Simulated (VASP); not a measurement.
# WC (Fm-3m) in VASP: single point with PBEsol

Aim: the single point of WC with PBEsol.

Everything below comes from runs of VASP 6.6.1. Logs are shortened: lines on timing, memory, paths and dates and some standing lists are left out, and cuts for length are marked.

## (1) The cell of the first run

The structure is cubic, space group Fm-3m (No. 225). Conventional cell: a = 4.385 Å, b = 4.385 Å, c = 4.385 Å, α = 90.00°, β = 90.00°, γ = 90.00°. W (site symmetry m-3m) has 6 C at 2.19 Å within 2.9 Å. C (site symmetry m-3m) has 6 W at 2.19 Å within 2.9 Å.

## (2) Single point, PBEsol

Contents of INCAR:

```
SYSTEM = WC
ALGO = Normal
EDIFF = 1E-7
ENCUT = 520
GGA = PS
ISIF = 2
ISMEAR = 0
LASPH = .True.
LCHARG = .False.
LREAL = .False.
LWAVE = .False.
NBANDS = 16
NELM = 100
PREC = Accurate
SIGMA = 0.1
```

Contents of KPOINTS:

```
k-points
0
Gamma
  12 12 12
  0 0 0
```

Contents of POSCAR:

```
WC
1.0
    0.0000000000      2.1926840000      2.1926840000
    2.1926840000      0.0000000000      2.1926840000
    2.1926840000      2.1926840000      0.0000000000
W C
1 1
Direct
    0.0000000000      0.0000000000      0.0000000000
    0.5000000000      0.5000000000      0.5000000000
```

Potentials or basis: VASP PAW PBE potentials, release 64 (W_sv, C).

Command:

```sh
$ cat potpaw_PBE.64/W_sv/POTCAR potpaw_PBE.64/C/POTCAR > POTCAR
$ mpirun -np 1 vasp_std > vasp.out
```

OUTCAR:

```text
SYSTEM = WC
   EDIFF = 1E-7
   ENCUT = 520
   GGA = PS
   ISIF = 2
   ISMEAR = 0
   LASPH = .True.
   LREAL = .False.
   NELM = 100
   PREC = Accurate

 ion  position               nearest neighbor table
   1  0.000  0.000  0.000-   2 2.19   2 2.19   2 2.19   2 2.19   2 2.19   2 2.19
   2  0.500  0.500  0.500-   1 2.19   1 2.19   1 2.19   1 2.19   1 2.19   1 2.19

  LATTYP: Found a face centered cubic cell.
 ALAT       =     4.3853680000

  Lattice vectors:

 A1 = (   0.0000000000,   2.1926840000,   2.1926840000)
 A2 = (   2.1926840000,   0.0000000000,   2.1926840000)
 A3 = (   2.1926840000,   2.1926840000,   0.0000000000)

Analysis of symmetry for initial positions (statically):
=====================================================================
 Subroutine PRICEL returns:
 Original cell was already a primitive cell.

 Routine SETGRP: Setting up the symmetry group for a
 face centered cubic supercell.

 Subroutine GETGRP returns: Found 48 space group operations
 (whereof 48 operations were pure point group operations)
 out of a pool of 48 trial point group operations.

The static configuration has the point symmetry O_h .

Analysis of symmetry for dynamics (positions and initial velocities):
=====================================================================
 Subroutine PRICEL returns:
 Original cell was already a primitive cell.

 Routine SETGRP: Setting up the symmetry group for a
 face centered cubic supercell.

 Subroutine GETGRP returns: Found 48 space group operations
 (whereof 48 operations were pure point group operations)
 out of a pool of 48 trial point group operations.

The dynamic configuration has the point symmetry O_h .

 Subroutine INISYM returns: Found 48 space group operations
 (whereof 48 operations are pure point group operations),
 and found     1 'primitive' translations

----------------------------------------------------------------------------------------

                                     Primitive cell

  volume of cell :      21.0842

  direct lattice vectors                    reciprocal lattice vectors
     0.000000000  2.192684000  2.192684000    -0.228031034  0.228031034  0.228031034
     2.192684000  0.000000000  2.192684000     0.228031034 -0.228031034  0.228031034
     2.192684000  2.192684000  0.000000000     0.228031034  0.228031034 -0.228031034

  length of vectors
     3.100923451  3.100923451  3.100923451     0.394961337  0.394961337  0.394961337

  position of ions in fractional coordinates (direct lattice)
     0.000000000  0.000000000  0.000000000
     0.500000000  0.500000000  0.500000000

  ion indices of the primitive-cell ions
   primitive index   ion index
                 1           1
                 2           2

----------------------------------------------------------------------------------------

 KPOINTS: k-points

Automatic generation of k-mesh.
 Grid dimensions read from file:
 generate k-points for:   12   12   12

 Generating k-lattice:

  Cartesian coordinates                     Fractional coordinates (reciprocal lattice)
    -0.019002586  0.019002586  0.019002586     0.083333333  0.000000000  0.000000000
     0.019002586 -0.019002586  0.019002586     0.000000000  0.083333333  0.000000000
     0.019002586  0.019002586 -0.019002586     0.000000000  0.000000000  0.083333333

  Length of vectors
     0.032913445  0.032913445  0.032913445

  Shift w.r.t. Gamma in fractional coordinates (k-lattice)
     0.000000000  0.000000000  0.000000000

 Subroutine IBZKPT returns following result:
 ===========================================

 Found     72 irreducible k-points:

 Following reciprocal coordinates:
            Coordinates               Weight
  0.000000  0.000000  0.000000      1.000000
  0.083333  0.000000  0.000000      8.000000
  0.166667  0.000000  0.000000      8.000000
  0.250000  0.000000  0.000000      8.000000
  0.333333  0.000000  0.000000      8.000000
  0.416667  0.000000  0.000000      8.000000
[... 16 lines left out ...]
  0.500000  0.166667  0.000000     24.000000
 -0.416667  0.166667  0.000000     24.000000
 [... further k-points ...]
   k-points           NKPTS =     72   k-points in BZ     NKDIM =     72   number of bands    NBANDS=     16
   number of dos      NEDOS =    301   number of ions     NIONS =      2
   total plane-waves  NPLWV =  13824
   dimension x,y,z NGX =    24 NGY =   24 NGZ =   24
   dimension x,y,z NGXF=    48 NGYF=   48 NGZF=   48
   ions per type =               1   1
   NGX,Y,Z   is equivalent  to a cutoff of  12.87, 12.87, 12.87 a.u.
   NGXF,Y,Z  is equivalent  to a cutoff of  25.73, 25.73, 25.73 a.u.
 SYSTEM =  WC
   PREC   = accura    normal or accurate (medium, high low for compatibility)
   ISTART =      0    job   : 0-new  1-cont  2-samecut
   ICHARG =      2    charge: 1-file 2-atom 10-const
   ISPIN  =      1    spin polarized calculation?
   LNONCOLLINEAR =      F non collinear calculations
   LSORBIT =      F    spin-orbit coupling
   LASPH  =      T    aspherical Exc in radial PAW
   ENCUT  =  520.0 eV  38.22 Ry    6.18 a.u.   5.77  5.77  5.77*2*pi/ulx,y,z
   NELM   =    100;   NELMIN=  2; NELMDL= -5     # of ELM steps
   EDIFF  = 0.1E-06   stopping-criterion for ELM
   LREAL  =      F    real-space projection
   EDIFFG = 0.1E-05   stopping-criterion for IOM
   NSW    =      0    number of steps for IOM
   IBRION =     -1    ionic relax: 0-MD 1-quasi-New 2-CG
   NFREE  =      0    steps in history (QN), initial steepest desc. (CG)
   ISIF   =      2    stress and relaxation
   ISYM   =      2    0-nonsym 1-usesym 2-fastsym
   POTIM  = 0.5000    time-step for ionic-motion
   TEBEG  =    0.0;   TEEND  =   0.0 temperature during run
   PSTRESS=    0.0 pullay stress
   NELECT =      18.0000    total number of electrons
   NUPDOWN=      -1.0000    fix difference up-down
   EMIN   =  10.00;   EMAX   =-10.00  energy-range for DOS
   EFERMI =   0.00;   METHOD = LEGACY
   ISMEAR =     0;   SIGMA  =   0.10  broadening in eV -4-tet -1-fermi 0-gaus
   EFERMI_NEDOS =   21; number of points for ismear=-14 and -15
   IALGO  =     38    algorithm
   IMIX   =      4    mixing-type and parameters
     AMIX     =   0.40;   BMIX     =  1.00
     AMIX_MAG =   1.60;   BMIX_MAG =  1.00
  volume/ion in A,a.u.               =      10.54        71.14
  Fermi-wavevector in a.u.,A,eV,Ry     =   1.553029  2.934800 32.815887  2.411900
  Thomas-Fermi vector in A             =   2.657319
   LORBIT       =      0    0 simple, 1 ext, 2 COOP (PROOUT), +10 PAW based schemes
   GGA     = PS    functional components
   LHFCALC =     F    Hartree Fock is set to
   AEXX    =    0.0000 exact exchange contribution
   IVDW    =     0    specifies the selected vdW correction
   LEPSILON=     F    determine dielectric tensor
   LRPA    =     F    only Hartree local field effects (RPA)
 non-spin polarized calculation
 Gauss-broadening in eV      SIGMA  =   0.10
  energy-cutoff  :      520.00
  volume of cell :       21.08
 maximum number of plane-waves:       588
   NGX = 11   NGY = 11   NGZ = 11

 number of electron      18.0000001 magnetization

 Free energy of the ion-electron system (eV)
  ---------------------------------------------------
  ext. energy  EPLUGINS =         0.00000000
  ---------------------------------------------------
  free energy    TOTEN  =       -22.99188810 eV

  energy without entropy =      -22.98940815  energy(sigma->0) =      -22.99064813

 E-fermi :  12.2193     XC(G=0): -13.8426

 val. band max:       12.1516311745   @ k =  -0.3333   0.1667   0.0000
 cond. band min:      12.2508288027   @ k =  -0.2500   0.3333   0.0833
 fundamental gap:      0.0991976282
 Fermi energy:        12.2193422516

 k-point     1 :       0.0000    0.0000    0.0000
  band No.  band energies     occupation
      1     -63.1282      2.00000
      2     -27.1236      2.00000
      3     -27.1236      2.00000
      4     -27.1236      2.00000
      5      -3.5266      2.00000
      6       9.4883      2.00000
[... 8 lines left out ...]
     15      21.8801      0.00000
     16      35.4841      0.00000

 k-point     2 :       0.0833    0.0000    0.0000
  band No.  band energies     occupation
      1     -63.1257      2.00000
      2     -27.1649      2.00000
      3     -27.1281      2.00000
      4     -27.1281      2.00000
      5      -3.3310      2.00000
      6       8.8234      2.00000
[... 8 lines left out ...]
     15      22.3380      0.00000
     16      33.4304      0.00000

 k-point     3 :       0.1667    0.0000    0.0000
  band No.  band energies     occupation
      1     -63.1190      2.00000
      2     -27.2762      2.00000
      3     -27.1401      2.00000
      4     -27.1401      2.00000
      5      -2.7681      2.00000
      6       7.5075      2.00000
[... 8 lines left out ...]
     15      23.4776      0.00000
     16      30.7134      0.00000

 k-point     4 :       0.2500    0.0000    0.0000
  band No.  band energies     occupation
      1     -63.1097      2.00000
      2     -27.4251      2.00000
      3     -27.1566      2.00000
      4     -27.1566      2.00000
      5      -1.9036      2.00000
      6       6.0505      2.00000
[... 8 lines left out ...]
     15      24.4436      0.00000
     16      29.2905      0.00000

 k-point     5 :       0.3333    0.0000    0.0000
  band No.  band energies     occupation
      1     -63.1004      2.00000
      2     -27.5705      2.00000
      3     -27.1729      2.00000
      4     -27.1729      2.00000
      5      -0.8324      2.00000
      6       4.6181      2.00000
[... 8 lines left out ...]
     15      25.0219      0.00000
     16      26.7764      0.00000

 k-point     6 :       0.4167    0.0000    0.0000
  band No.  band energies     occupation
      1     -63.0937      2.00000
      2     -27.6748      2.00000
      3     -27.1849      2.00000
      4     -27.1849      2.00000
      5       0.3243      2.00000
      6       3.2877      2.00000
[... 8 lines left out ...]
     15      24.8371      0.00000
     16      24.8371      0.00000

 k-point     7 :       0.5000    0.0000    0.0000
  band No.  band energies     occupation
      1     -63.0912      2.00000
      2     -27.7125      2.00000
      3     -27.1892      2.00000
      4     -27.1892      2.00000
      5       1.1223      2.00000
      6       2.4409      2.00000
[... 8 lines left out ...]
     15      24.0044      0.00000
     16      24.0044      0.00000

 k-point     8 :       0.0833    0.0833    0.0000
  band No.  band energies     occupation
      1     -63.1249      2.00000
      2     -27.1621      2.00000
      3     -27.1378      2.00000
      4     -27.1378      2.00000
      5      -3.2693      2.00000
      6       8.7036      2.00000
[... 8 lines left out ...]
     15      22.4922      0.00000
     16      33.3333      0.00000

 k-point     9 :       0.1667    0.0833    0.0000
  band No.  band energies     occupation
      1     -63.1196      2.00000
      2     -27.2449      2.00000
      3     -27.1545      2.00000
      4     -27.1453      2.00000
      5      -2.8402      2.00000
      6       7.4247      2.00000
[... 8 lines left out ...]
     15      23.4280      0.00000
     16      30.8624      0.00000
[... 172 lines left out ...]
 k-point    19 :       0.1667    0.1667    0.0000
  band No.  band energies     occupation
      1     -63.1159      2.00000
      2     -27.2648      2.00000
      3     -27.1765      2.00000
      4     -27.1765      2.00000
      5      -2.5789      2.00000
      6       6.5842      2.00000
[... 8 lines left out ...]
     15      24.1206      0.00000
     16      30.6536      0.00000

 k-point    20 :       0.2500    0.1667    0.0000
  band No.  band energies     occupation
      1     -63.1089      2.00000
      2     -27.3601      2.00000
      3     -27.2001      2.00000
      4     -27.1945      2.00000
      5      -2.0297      2.00000
      6       5.7285      2.00000
[... 8 lines left out ...]
     15      25.1553      0.00000
     16      27.8760      0.00000

 k-point    21 :       0.3333    0.1667    0.0000
  band No.  band energies     occupation
      1     -63.1004      2.00000
      2     -27.4813      2.00000
      3     -27.2191      2.00000
      4     -27.2173      2.00000
      5      -1.2787      2.00000
      6       4.9563      2.00000
[... 8 lines left out ...]
     15      24.7650      0.00000
     16      26.8838      0.00000

 k-point    22 :       0.4167    0.1667    0.0000
  band No.  band energies     occupation
      1     -63.0928      2.00000
      2     -27.5871      2.00000
      3     -27.2474      2.00000
      4     -27.2285      2.00000
      5      -0.4469      2.00000
      6       4.2061      2.00000
[... 8 lines left out ...]
     15      23.8839      0.00000
     16      26.2844      0.00000

 k-point    23 :       0.5000    0.1667    0.0000
  band No.  band energies     occupation
      1     -63.0880      2.00000
      2     -27.6499      2.00000
      3     -27.2772      2.00000
      4     -27.2257      2.00000
      5       0.2873      2.00000
      6       3.5102      2.00000
[... 8 lines left out ...]
     15      23.8282      0.00000
     16      25.7494      0.00000

 k-point    24 :      -0.4167    0.1667    0.0000
  band No.  band energies     occupation
      1     -63.0874      2.00000
      2     -27.6555      2.00000
      3     -27.2975      2.00000
      4     -27.2115      2.00000
      5       0.5526      2.00000
      6       3.2288      2.00000
[... 8 lines left out ...]
     15      24.4474      0.00000
     16      25.4880      0.00000

 [... further k-points ...]
[... 5 lines left out ...]
  --------------------------------------------------------------------------------------
  -------------------------------------------------------------------------------------
  Total       -1.2183396     -1.2183396     -1.2183396     -0.0000000     -0.0000000     -0.0000000
  in kB      -92.5807701    -92.5807701    -92.5807701     -0.0000000     -0.0000000     -0.0000000
  external PRESSURE =     -92.5807701 kB  Pullay stress =       0.0000000 kB

 VOLUME and BASIS-vectors are now :
 -----------------------------------------------------------------------------
  energy-cutoff  :      520.00
  volume of cell :       21.08
      direct lattice vectors                 reciprocal lattice vectors
     0.000000000  2.192684000  2.192684000    -0.228031034  0.228031034  0.228031034
     2.192684000  0.000000000  2.192684000     0.228031034 -0.228031034  0.228031034
     2.192684000  2.192684000  0.000000000     0.228031034  0.228031034 -0.228031034

 POSITION                                       TOTAL-FORCE (eV/Angst)
 -----------------------------------------------------------------------------------
      0.00000      0.00000      0.00000         0.000000      0.000000     -0.000000
      2.19268      2.19268      2.19268         0.000000      0.000000      0.000000
 -----------------------------------------------------------------------------------
    total drift:                                0.000000     -0.000000     -0.000000

  FREE ENERGIE OF THE ION-ELECTRON SYSTEM (eV)
  ---------------------------------------------------
  free  energy   TOTEN  =       -22.9918881032 eV

  energy  without entropy=      -22.9894081489  energy(sigma->0) =      -22.99064813
```

Wall time 14 s (1 thread of AMD EPYC 9R45 (Zen 5), shared host); peak memory 0.12 GiB.

Results:

| Property | Result |
| --- | --- |
| Free energy | -22.9919 eV |
| Pressure | -9.3 GPa |
| Band gap on the k mesh | zero (band 9 reaches 13.29 eV, above the bottom of band 10 at 10.13 eV) |

Levels at points of the mesh, in eV from the Fermi level:
```csv
k point,band 7,band 8,band 9,band 10,band 11,band 12
"(0.00, 0.00, 0.00)",-2.73,-2.73,-1.00,-1.00,-1.00,-0.95
"(0.50, 0.00, 0.00)",-6.54,-6.54,1.08,1.08,2.36,4.94
"(0.50, 0.50, 0.00)",-5.55,-2.44,-2.44,0.87,2.30,2.30
```

Caveat: the PAW data sets were made with another functional, which shifts forces and pressure a little; spin-orbit coupling is left out, which moves the levels of the heavy elements.
